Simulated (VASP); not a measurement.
# BN (e600) (F-43m) in VASP: further runs

BN (e600) is run at these levels: PBE; tasks: vibrations by perturbation theory.

All numbers are computed with VASP 6.6.1; they aren't measurements. Logs are shortened: lines on timing, memory, paths and dates and some standing lists are left out, and cuts for length are marked.

### Step 1. The cell of the first run

The structure is cubic, space group F-43m (No. 216). The conventional cell has a = 3.600 Å, b = 3.600 Å, c = 3.600 Å, α = 90.00°, β = 90.00°, γ = 90.00°. B (site symmetry -43m) has 4 N at 1.56 Å within 2.1 Å. N (site symmetry -43m) has 4 B at 1.56 Å within 2.1 Å.

### Step 2. Vibrations by perturbation theory, PBE (phonons at volume x 0.98)

File INCAR:

```
  ALGO = Normal
  EDIFF = 1E-8
  ENCUT = 600
  GGA = PE
  GGA_COMPAT = F
  IBRION = 8
  ISIF = 2
  ISMEAR = 0
  LASPH = T
  LCHARG = F
  LEPSILON = T
  LREAL = F
  LWAVE = F
  NELM = 120
  NSW = 1
  PREC = Accurate
  SIGMA = 0.01
```

File KPOINTS:

```
k-points
0
Gamma
  12 12 12
```

File POSCAR:

```
BN
1.0
    0.0000000000      1.8001853777      1.8001853777
    1.8001853777      0.0000000000      1.8001853777
    1.8001853777      1.8001853777      0.0000000000
B N
1 1
Direct
    0.0000000000      0.0000000000      0.0000000000
    0.2500000000      0.2500000000      0.2500000000
```

Potentials or basis: VASP PAW PBE potentials, release 64 (B, N).

The run is started by

```console
$ cat potpaw_PBE.64/B/POTCAR potpaw_PBE.64/N/POTCAR > POTCAR
$ mpirun -np 1 vasp_std > vasp.out
```

OUTCAR:

```text
EDIFF = 1E-8
   ENCUT = 600
   GGA = PE
   IBRION = 8
   ISIF = 2
   ISMEAR = 0
   LASPH = T
   LEPSILON = T
   LREAL = F
   NELM = 120
   NSW = 1
   PREC = Accurate

 ion  position               nearest neighbor table
   1  0.000  0.000  0.000-   2 1.56   2 1.56   2 1.56   2 1.56
   2  0.250  0.250  0.250-   1 1.56   1 1.56   1 1.56   1 1.56

  LATTYP: Found a face centered cubic cell.
 ALAT       =     3.6003707554

  Lattice vectors:

 A1 = (   0.0000000000,   1.8001853777,   1.8001853777)
 A2 = (   1.8001853777,   0.0000000000,   1.8001853777)
 A3 = (   1.8001853777,   1.8001853777,   0.0000000000)

Analysis of symmetry for initial positions (statically):
=====================================================================
 Subroutine PRICEL returns:
 Original cell was already a primitive cell.

 Routine SETGRP: Setting up the symmetry group for a
 face centered cubic supercell.

 Subroutine GETGRP returns: Found 24 space group operations
 (whereof 24 operations were pure point group operations)
 out of a pool of 48 trial point group operations.

The static configuration has the point symmetry T_d .

Analysis of symmetry for dynamics (positions and initial velocities):
=====================================================================
 Subroutine PRICEL returns:
 Original cell was already a primitive cell.

 Routine SETGRP: Setting up the symmetry group for a
 face centered cubic supercell.

 Subroutine GETGRP returns: Found 24 space group operations
 (whereof 24 operations were pure point group operations)
 out of a pool of 48 trial point group operations.

The dynamic configuration has the point symmetry T_d .

 Subroutine INISYM returns: Found 24 space group operations
 (whereof 24 operations are pure point group operations),
 and found     1 'primitive' translations

----------------------------------------------------------------------------------------
[... 495 lines left out ...]
     0.00000 -2.42083  0.00832

 MACROSCOPIC STATIC DIELECTRIC TENSOR (including local field effects in DFT)
 ------------------------------------------------------
           4.593898    -0.000000    -0.000000
          -0.000000     4.593898     0.000000
           0.000000     0.000000     4.593898
 ------------------------------------------------------

 PIEZOELECTRIC TENSOR (including local field effects)  for field in x, y, z        (e  Angst)
          XX          YY          ZZ          XY          YZ          ZX
  --------------------------------------------------------------------------------
  x     0.00000    -0.00000     0.00000    -0.00000    -0.75629    -0.00000
  y     0.00000     0.00000     0.00000     0.00000    -0.00000    -0.75629
  z     0.00000    -0.00000     0.00000    -0.75629     0.00000    -0.00000

 PIEZOELECTRIC TENSOR (including local field effects)  for field in x, y, z        (C/m^2)
          XX          YY          ZZ          XY          YZ          ZX
  --------------------------------------------------------------------------------
  x     0.00000    -0.00000     0.00000    -0.00000    -1.03852    -0.00000
  y     0.00000     0.00000     0.00000     0.00000    -0.00000    -1.03852
  z     0.00000    -0.00000     0.00000    -1.03852     0.00000    -0.00000

 BORN EFFECTIVE CHARGES (including local field effects) (in |e|, cummulative output)
 ---------------------------------------------------------------------------------
 ion    1
    1     1.90149     0.00000    -0.00000
    2     0.00000     1.90149     0.00000
    3     0.00000     0.00000     1.90149
 ion    2
    1    -1.90149     0.00000     0.00000
    2    -0.00000    -1.90149    -0.00000
    3    -0.00000    -0.00000    -1.90149

 INTERNAL STRAIN TENSOR FOR ION    2 for displacements in x,y,z  (eV/Angst):
          X           Y           Z          XY          YZ          ZX
  --------------------------------------------------------------------------------
  x     0.00000     0.00000     0.00000     0.00000    -2.42083     0.00000
  y     0.00000     0.00000     0.00000     0.00000     0.00000    -2.42083
  z     0.00000     0.00000     0.00000    -2.42083     0.00000     0.00000

 SECOND DERIVATIVES (NOT SYMMETRIZED)
 ------------------------------------
               1X          1Y          1Z          2X          2Y          2Z
  1X   -24.982329    0.000000    0.000000   24.982329    0.000000    0.000000
  1Y     0.000000  -24.982329    0.000000    0.000000   24.982329    0.000000
  1Z     0.000000    0.000000  -24.982329    0.000000    0.000000   24.982329
  2X    24.982930    0.000000    0.000000  -24.982930    0.000000    0.000000
  2Y     0.000000   24.982930    0.000000    0.000000  -24.982930    0.000000
  2Z     0.000000    0.000000   24.982930    0.000000    0.000000  -24.982930

 Eigenvectors and eigenvalues of the dynamical matrix
 ----------------------------------------------------

   1 f  =   31.636460 THz   198.777743 2PiTHz 1055.278729 cm-1   130.837828 meV
             X         Y         Z           dx          dy          dz
      0.000000  0.000000  0.000000     0.751184    0.000000    0.000000
      0.900093  0.900093  0.900093    -0.660093    0.000000    0.000000
[... 21 lines left out ...]
   6 f/i=    0.000189 THz     0.001187 2PiTHz    0.006302 cm-1     0.000781 meV
             X         Y         Z           dx          dy          dz
      0.000000  0.000000  0.000000     0.309100    0.355867   -0.462102
      0.900093  0.900093  0.900093     0.351755    0.404976   -0.525871

--------------------------------------------------------------------------------------------------------

 MACROSCOPIC STATIC DIELECTRIC TENSOR IONIC CONTRIBUTION
 ------------------------------------------------------
           2.244578     0.000000     0.000000
           0.000000     2.244578    -0.000000
           0.000000    -0.000000     2.244578
 ------------------------------------------------------

 ELASTIC MODULI CONTR FROM IONIC RELAXATION (kBar)
 Direction    XX          YY          ZZ          XY          YZ          ZX
 --------------------------------------------------------------------------------
 XX          -0.0000      0.0000      0.0000      0.0000     -0.0000      0.0000
 YY           0.0000     -0.0000     -0.0000      0.0000      0.0000     -0.0000
 ZZ           0.0000     -0.0000     -0.0000     -0.0000      0.0000      0.0000
 XY           0.0000      0.0000     -0.0000    -29.8523      0.0000      0.0000
 YZ          -0.0000      0.0000      0.0000      0.0000    -29.8523      0.0000
 ZX           0.0000     -0.0000      0.0000      0.0000      0.0000    -29.8523
 --------------------------------------------------------------------------------

 PIEZOELECTRIC TENSOR IONIC CONTR  for field in x, y, z        (C/m^2)
          XX          YY          ZZ          XY          YZ          ZX
  --------------------------------------------------------------------------------
  x     0.00000    -0.00000    -0.00000    -0.00000     0.24357     0.00000
  y    -0.00000     0.00000    -0.00000    -0.00000     0.00000     0.24357
  z    -0.00000    -0.00000     0.00000     0.24357     0.00000    -0.00000
```

stdout:

```text
POSCAR found type information on POSCAR B N
 POSCAR found :  2 types and       2 ions
 scaLAPACK will be used
 LDA part: xc-table for (Slater+PW92), standard interpolation
 POSCAR, INCAR and KPOINTS ok, starting setup
 FFT: planning ... GRIDC
 FFT: planning ... GRID_SOFT
 FFT: planning ... GRID
 WAVECAR not read
 entering main loop
[... 23 lines left out ...]
  Direction:   3
 dielectric tensor                  component  3 :     0.396     0.661     4.594
 Linear response DOF=           2
 Linear response progress:
 first order change of Fermi-energy   0.40035E-04
 force on displaced ion       1 direction 1 : -24.982   0.000   0.000
 Born effective charge ion    1 direction 1 :   1.902   0.000   0.000
 Linear response progress:
 first order change of Fermi-energy   0.23446E-03
 force on displaced ion       2 direction 1 : -24.983  -0.000  -0.000
 Born effective charge ion    2 direction 1 :  -1.901   0.000   0.000
 Born effective charges drift removed
 Linear response finished
```

Wall time 1.8 min (1 thread of Intel Xeon 6975P-C, shared host); peak memory 0.2 GiB.

Results:

* Electronic dielectric tensor (diagonal): 4.59
* Born charges (mean of the diagonal): B +1.90; N -1.90 e
* Highest phonon frequency at Γ, LO-TO splitting left out: 1055 cm⁻¹

Phonon frequencies in cm⁻¹ (negative: imaginary):
| q point | frequencies |
| --- | --- |
| (0.000, 0.000, 0.000) | 0 0 0 1055 1055 1055 |

Electronic dielectric tensor:
```
4.59 0.00 0.00
0.00 4.59 0.00
0.00 0.00 4.59
```

Born effective charge tensors (e):
atom 1, B
```
1.90 0.00 0.00
0.00 1.90 0.00
0.00 0.00 1.90
```
atom 2, N
```
-1.90  0.00  0.00
 0.00 -1.90  0.00
 0.00  0.00 -1.90
```

Caveat: the cell differs from its parent crystal (phonons at volume x 0.98); the cell wasn't relaxed at this level first, which shifts response properties.

### Step 3. Vibrations by perturbation theory, PBE (phonons at volume x 1.02)

File INCAR:

```
SYSTEM = BN
  PREC = Accurate
  ENCUT = 600
  EDIFF = 1E-8
  ISMEAR = 0
  SIGMA = 0.01
  LREAL = .FALSE.
  LASPH = .TRUE.
  NELM = 120
  ALGO = Normal
  ISIF = 2
  LWAVE = .FALSE.
  LCHARG = .FALSE.
  GGA = PE
  NBANDS = 11
  IBRION = 8
  NSW = 1
  LEPSILON = .TRUE.
  GGA_COMPAT = .FALSE.
```

File KPOINTS:

```
regular mesh
0
G
  12 12 12
  0 0 0
```

File POSCAR:

```
BN
1.0
    0.0000000000      1.8243518235      1.8243518235
    1.8243518235      0.0000000000      1.8243518235
    1.8243518235      1.8243518235      0.0000000000
B N
1 1
Direct
    0.0000000000      0.0000000000      0.0000000000
    0.2500000000      0.2500000000      0.2500000000
```

Potentials or basis: VASP PAW PBE potentials, release 64 (B, N).

The run is started by

```console
$ cat potpaw_PBE.64/B/POTCAR potpaw_PBE.64/N/POTCAR > POTCAR
$ mpirun -np 1 vasp_std > vasp.out
```

OUTCAR:

```text
SYSTEM = BN
   PREC = Accurate
   ENCUT = 600
   EDIFF = 1E-8
   ISMEAR = 0
   LREAL = .FALSE.
   LASPH = .TRUE.
   NELM = 120
   ISIF = 2
   GGA = PE
   IBRION = 8
   NSW = 1
   LEPSILON = .TRUE.

 ion  position               nearest neighbor table
   1  0.000  0.000  0.000-   2 1.58   2 1.58   2 1.58   2 1.58
   2  0.250  0.250  0.250-   1 1.58   1 1.58   1 1.58   1 1.58

  LATTYP: Found a face centered cubic cell.
 ALAT       =     3.6487036470

  Lattice vectors:

 A1 = (   0.0000000000,   1.8243518235,   1.8243518235)
 A2 = (   1.8243518235,   0.0000000000,   1.8243518235)
 A3 = (   1.8243518235,   1.8243518235,   0.0000000000)

Analysis of symmetry for initial positions (statically):
=====================================================================
 Subroutine PRICEL returns:
 Original cell was already a primitive cell.

 Routine SETGRP: Setting up the symmetry group for a
 face centered cubic supercell.

 Subroutine GETGRP returns: Found 24 space group operations
 (whereof 24 operations were pure point group operations)
 out of a pool of 48 trial point group operations.

The static configuration has the point symmetry T_d .

Analysis of symmetry for dynamics (positions and initial velocities):
=====================================================================
 Subroutine PRICEL returns:
 Original cell was already a primitive cell.

 Routine SETGRP: Setting up the symmetry group for a
 face centered cubic supercell.
[... 595 lines left out ...]

 PIEZOELECTRIC TENSOR (including local field effects)  for field in x, y, z        (C/m^2)
          XX          YY          ZZ          XY          YZ          ZX
  --------------------------------------------------------------------------------
  x     0.00000    -0.00000    -0.00000     0.00000    -1.03824     0.00000
  y     0.00000     0.00000     0.00000     0.00000     0.00000    -1.03824
  z    -0.00000    -0.00000     0.00000    -1.03824     0.00000     0.00000

 BORN EFFECTIVE CHARGES (including local field effects) (in |e|, cummulative output)
 ---------------------------------------------------------------------------------
 ion    1
    1     1.92031     0.00000     0.00000
    2     0.00000     1.92031     0.00000
    3     0.00000     0.00000     1.92031
 ion    2
    1    -1.92031     0.00000     0.00000
    2     0.00000    -1.92031     0.00000
    3     0.00000     0.00000    -1.92031

 INTERNAL STRAIN TENSOR FOR ION    2 for displacements in x,y,z  (eV/Angst):
          X           Y           Z          XY          YZ          ZX
  --------------------------------------------------------------------------------
  x     0.00000     0.00000     0.00000     0.00000    -0.49756     0.00000
  y    -0.00000     0.00000    -0.00000     0.00000     0.00000    -0.49756
  z     0.00000     0.00000     0.00000    -0.49756     0.00000     0.00000

 SECOND DERIVATIVES (NOT SYMMETRIZED)
 ------------------------------------
               1X          1Y          1Z          2X          2Y          2Z
  1X   -22.647815    0.000000    0.000000   22.647815    0.000000    0.000000
  1Y     0.000000  -22.647815    0.000000    0.000000   22.647815    0.000000
  1Z     0.000000    0.000000  -22.647815    0.000000    0.000000   22.647815
  2X    22.651208    0.000000    0.000000  -22.651208    0.000000    0.000000
  2Y     0.000000   22.651208    0.000000    0.000000  -22.651208    0.000000
  2Z     0.000000    0.000000   22.651208    0.000000    0.000000  -22.651208

 Eigenvectors and eigenvalues of the dynamical matrix
 ----------------------------------------------------

   1 f  =   30.122879 THz   189.267631 2PiTHz 1004.791088 cm-1   124.578161 meV
             X         Y         Z           dx          dy          dz
      0.000000  0.000000  0.000000     0.000000    0.751163    0.000000
      0.912176  0.912176  0.912176     0.000000   -0.660116    0.000000
[... 21 lines left out ...]
   6 f/i=    0.001119 THz     0.007029 2PiTHz    0.037315 cm-1     0.004626 meV
             X         Y         Z           dx          dy          dz
      0.000000  0.000000  0.000000     0.000000    0.000000   -0.660116
      0.912176  0.912176  0.912176     0.000000    0.000000   -0.751163

--------------------------------------------------------------------------------------------------------

 MACROSCOPIC STATIC DIELECTRIC TENSOR IONIC CONTRIBUTION
 ------------------------------------------------------
           2.426008     0.000000     0.000000
           0.000000     2.426008     0.000000
           0.000000     0.000000     2.426008
 ------------------------------------------------------

 ELASTIC MODULI CONTR FROM IONIC RELAXATION (kBar)
 Direction    XX          YY          ZZ          XY          YZ          ZX
 --------------------------------------------------------------------------------
 XX          -0.0000     -0.0000     -0.0000      0.0000      0.0000     -0.0000
 YY          -0.0000     -0.0000     -0.0000      0.0000      0.0000      0.0000
 ZZ          -0.0000     -0.0000     -0.0000      0.0000      0.0000     -0.0000
 XY           0.0000      0.0000      0.0000     -0.9770      0.0000      0.0000
 YZ           0.0000      0.0000      0.0000      0.0000     -0.9770      0.0000
 ZX          -0.0000      0.0000     -0.0000      0.0000      0.0000     -0.9770
 --------------------------------------------------------------------------------

 PIEZOELECTRIC TENSOR IONIC CONTR  for field in x, y, z        (C/m^2)
          XX          YY          ZZ          XY          YZ          ZX
  --------------------------------------------------------------------------------
  x     0.00000    -0.00000    -0.00000     0.00000     0.04581     0.00000
  y     0.00000     0.00000     0.00000     0.00000     0.00000     0.04581
  z    -0.00000    -0.00000     0.00000     0.04581     0.00000     0.00000
```

Run time: 2.4 min. Hardware: 1 thread of Intel Xeon 6975P-C, shared host; peak memory 0.23 GiB.

What came out:

| Quantity | Value |
| --- | --- |
| Electronic dielectric tensor (diagonal) | 4.64 |
| Born charges (mean of the diagonal) | B +1.92; N -1.92 e |
| Highest phonon frequency at Γ, LO-TO splitting left out | 1005 cm⁻¹ |

Phonon frequencies in cm⁻¹ (negative: imaginary):
```csv
q point,frequencies
"(0.000, 0.000, 0.000)",0 0 0 1005 1005 1005
```

Electronic dielectric tensor:
```
4.64 0.00 0.00
0.00 4.64 0.00
0.00 0.00 4.64
```

Born effective charge tensors (e):
atom 1, B
```
1.92 0.00 0.00
0.00 1.92 0.00
0.00 0.00 1.92
```
atom 2, N
```
-1.92  0.00  0.00
 0.00 -1.92  0.00
 0.00  0.00 -1.92
```

Caveat: the cell differs from its parent crystal (phonons at volume x 1.02); the cell wasn't relaxed at this level first, which shifts response properties.
